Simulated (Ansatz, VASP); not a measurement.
# One calculation of Au, two programs

INCAR

```
PREC = Accurate
ENCUT = 520
EDIFF = 1E-6
ISMEAR = 0
SIGMA = 0.15
LREAL = F
LASPH = T
NELM = 100
ALGO = Fast
ISIF = 2
LWAVE = F
LCHARG = F
GGA = PS
NBANDS = 18
```

Contents of KPOINTS:

```
Automatic mesh
0
Gamma
  14 14 14
```

The input POSCAR:

```
Au
1.0
    0.0000000000     -3.3145380000      0.0000000000
   -3.3145380000      0.0000000000      0.0000000000
    0.0000000000      0.0000000000     -3.3145380000
Au
2
Direct
    0.5452551758      0.5000000000      0.5000000000
   -0.0452551758      0.0000000000      0.0000000000
```

Input for Ansatz:

```yaml
crystal:
  lattice:
    - [0.0, -3.314538, 0.0]
    - [-3.314538, 0.0, 0.0]
    - [0.0, 0.0, -3.314538]
  atoms:
    - { symbol: Au, position: [0.5452551758, 0.5, 0.5] }
    - { symbol: Au, position: [-0.0452551758, 0.0, 0.0] }
basis:
  ecutwfc: 420
kpoints:
  mp_grid: { grid: [14, 14, 14] }
hamiltonian:
  xc: pbesol
scf:
  occupations: { method: gaussian, width: 0.15 }
output:
  forces: true
  stress: true
  eigenvalues: true
```

Change from the starting cell: mode 4 (114.2 1/cm) frozen in, largest displacement +0.150 Å.

Alike in both runs: task single point; functional PBEsol; k mesh 14 × 14 × 14; occupations gaussian, width 0.15 eV; no spin polarisation.

```csv
,VASP,Ansatz
version,VASP 6.6.1,Ansatz 0.2.0
potentials or method,"VASP PAW PBE potentials, release 64 (Au), cutoff 520 eV","scalar-relativistic, plane waves, PAW"
valence electrons in the cell,22,38
```

Ansatz gave:

```
gap on the k mesh at the Fermi level (eV)                     : none
pressure (GPa)                                                : -3.9
traceless stress, the component that is largest in VASP (GPa) : -3.41
rms of the force components (eV/Å)                            : 0.790
```

Question: Estimate VASP's values.

Answer: gap on the k mesh at the Fermi level (eV): none; pressure (GPa): -4.1; traceless stress, the component that is largest in VASP (GPa): -3.38; rms of the force components (eV/Å): 0.784.

VASP's potentials were made for PBE, not for PBEsol. Atom by atom the forces differ by 0.006 eV/Å (rms over components). A gap of «none» marks a metal or a gap that the smearing closes. VASP's potentials hold 22 valence electrons a cell and Ansatz's 38, so a difference there can come from the potentials and not from the codes.

Neither program's run includes spin-orbit coupling.
